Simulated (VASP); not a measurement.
Wanted: the native input for a VASP 6.6.1 run.

| Quantity | Value |
| --- | --- |
| Task | single point |
| Functional | r2SCAN |
| Potentials or basis | VASP PAW PBE potentials, release 64 (C, W_sv) |
| Cutoff | 520 eV |
| k mesh | 12 × 12 × 1 |
| Occupations | gaussian, width 0.1 eV |
| Spin | no spin polarisation |
| Dipole correction | yes |
| Further INCAR settings | ALGO = Normal; EDIFF = 1e-07; NBANDS = 48 |

W4C5, a slab with vacuum:

```
C W
1.0
     2.92177    0.00000    0.00000
    -1.46089    2.53033    0.00000
     0.00000    0.00000   26.38831
C W
5 4
Direct
  0.66667 0.33333 0.28422
  0.66667 0.33333 0.39211
  0.66667 0.33333 0.50000
  0.66667 0.33333 0.60789
  0.66667 0.33333 0.71578
  0.00000 0.00000 0.33816
  0.00000 0.00000 0.44605
  0.00000 0.00000 0.55395
  0.00000 0.00000 0.66184
```

One way to write it, as run:

POSCAR

```
W4C5
1.0
    2.9217712068      0.0000000000      0.0000000000
   -1.4608856034      2.5303280892      0.0000000000
    0.0000000000      0.0000000000     26.3883078636
C W
5 4
Direct
    0.6666666667      0.3333333333      0.2842167841
    0.6666666667      0.3333333333      0.3921083921
    0.6666666667      0.3333333333      0.5000000000
    0.6666666667      0.3333333333      0.6078916079
    0.6666666667      0.3333333333      0.7157832159
    0.0000000000      0.0000000000      0.3381625881
    0.0000000000      0.0000000000      0.4460541960
    0.0000000000      0.0000000000      0.5539458040
    0.0000000000      0.0000000000      0.6618374119
```

INCAR.step1

```
ALGO = Normal
DIPOL = 0.5 0.5 0.500
EDIFF = 1E-4
ENCUT = 520
GGA = PE
IDIPOL = 3
ISMEAR = 0
LASPH = True
LCHARG = False
LDIPOL = True
LREAL = False
LWAVE = True
NBANDS = 48
NELM = 100
PREC = Accurate
SIGMA = 0.1
```

INCAR.step2

```
ALGO = Normal
DIPOL = 0.5 0.5 0.500
EDIFF = 1E-7
ENCUT = 520
IDIPOL = 3
ISIF = 2
ISMEAR = 0
ISTART = 1
LASPH = True
LCHARG = True
LDIPOL = True
LELF = True
LMIXTAU = True
LREAL = False
LVACPOTAV = True
LVHAR = True
LWAVE = False
METAGGA = R2SCAN
NBANDS = 48
NELM = 100
PREC = Accurate
SIGMA = 0.1
```

KPOINTS

```
k-points
0
Gamma
  12 12 1
```

Potentials or basis: VASP PAW PBE potentials, release 64 (C, W_sv).

Run with:

```sh
$ cat potpaw_PBE.64/C/POTCAR potpaw_PBE.64/W_sv/POTCAR > POTCAR
$ cp INCAR.step1 INCAR
$ mpirun -np 1 vasp_std > vasp.out
$ cp INCAR.step2 INCAR
$ mpirun -np 1 vasp_std > vasp.out
```

It gave:

```yaml
Largest_force: 5.870 eV/Å
Band_gap_on_the_k_mesh: zero (band 38 reaches 1.73 eV, above the bottom of band 39 at 1.17 eV)
Work_function_of_the_upper_face: 6.41 eV
Work_function_of_the_lower_face: 6.41 eV
```

Caveat: the PAW data sets were made with another functional, which shifts forces and pressure a little; spin-orbit coupling is left out, which moves the levels of the heavy elements.

It took 11 min on 1 thread of Intel(R) Xeon(R) 6975P-C (Granite Rapids), on a shared host, peak memory 0.44 GiB.
